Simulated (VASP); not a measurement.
Write the native input for VASP 6.6.1 that does the following.

- Task: single point
- Functional: BLYP
- Dispersion: D3(BJ)
- Potentials or basis: VASP PAW PBE potentials, release 64 (Ge_d)
- Cutoff: 520 eV
- k mesh: 8 × 8 × 8
- Occupations: fermi-dirac, width 0.05 eV
- Spin: no spin polarisation
- Dipole correction: no
- Further INCAR settings: ALGO = Normal; EDIFF = 1e-06; NBANDS = 21

The structure of Ge lies in POSCAR:

```
Ge
1.0
    0.0000000000      2.8620804684      2.8620804684
    2.8620804684      0.0000000000      2.8620804684
    2.8620804684      2.8620804684      0.0000000000
Ge
2
Direct
    0.7500000000      0.7500000000      0.7500000000
    0.5000000000      0.5000000000      0.5000000000
```

One way to write it, as run:

INCAR

```
PREC     = Accurate       # precision mode
ENCUT    = 520            # plane-wave cutoff, eV
EDIFF    = 1E-6           # SCF threshold, eV
ISMEAR   = -1             # smearing method
SIGMA    = 0.05           # smearing width, eV
LREAL    = F              # projectors in reciprocal space
LASPH    = T              # aspherical terms in the spheres
NELM     = 100            # most SCF steps
ALGO     = Normal         # electronic algorithm
ISIF     = 2              # what is computed and relaxed
LWAVE    = F              # write WAVECAR
LCHARG   = T              # write CHGCAR
GGA      = B5             # functional
ALDAX    = 1.0          
AGGAX    = 1.0          
AGGAC    = 1.0          
ALDAC    = 0.0          
IVDW     = 12             # dispersion correction
VDW_S6   = 1.0          
VDW_S8   = 2.6996       
VDW_A1   = 0.4298       
VDW_A2   = 4.2359       
LELF     = T              # ELF
LVHAR    = T            
NBANDS   = 21             # bands
```

KPOINTS

```
regular mesh
0
Gamma
  8 8 8
```

Potentials or basis: VASP PAW PBE potentials, release 64 (Ge_d).

Launch:

```console
$ cat potpaw_PBE.64/Ge_d/POTCAR > POTCAR
$ mpirun -np 1 vasp_std > vasp.out
```

It gave:

```yaml
Pressure: 0.2 GPa
Band_gap_on_the_k_mesh: zero (filled and empty bands touch)
Dispersion_energy_per_atom: -0.659 eV
```

Caveat: the PAW data sets were made with another functional, which shifts forces and pressure a little; pairwise dispersion overbinds metals, which lowers pressure and volume.

It took 31 s on 1 thread of Intel(R) Xeon(R) Platinum 8488C (Sapphire Rapids), on a shared host, peak memory 0.17 GiB.
